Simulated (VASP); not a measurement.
Crystal: EuS.

```
CELL_PARAMETERS angstrom
0.00000 2.93825 2.93825
2.93825 0.00000 2.93825
2.93825 2.93825 0.00000
ATOMIC_POSITIONS crystal
Eu 0.00000 0.00000 0.00000
S 0.50000 0.50000 0.50000
```

Base run:

- Program: VASP 6.6.1
- Functional: LDA
- Potentials or basis: VASP PAW PBE potentials, release 64 (Eu, S)
- Cutoff: 600 eV
- k mesh: 8 × 8 × 8
- Occupations: fermi-dirac, width 0.05 eV
- Spin: collinear spin, ferromagnetic start
- Starting moments: [7.0, 0.0] μB

Its results: pressure -6.2 GPa; net moment 6.93 μB per cell; site moments Eu +6.57; S -0.06 μB.

Problem. The run is repeated on the same cell with these changes: functional from LDA to BLYP. What comes out?

Solution. Pressure 2.8 GPa; net moment 6.96 μB per cell; site moments Eu +6.59; S -0.06 μB.

BLYP binds less tightly than LDA, so the same cell stands under more pressure.

Caveats: the PAW data sets were made with another functional, which shifts forces and pressure a little; a cell with one magnetic atom can't hold antiferromagnetic order, which such compounds often take; the cell stands under tension (at least some runs).
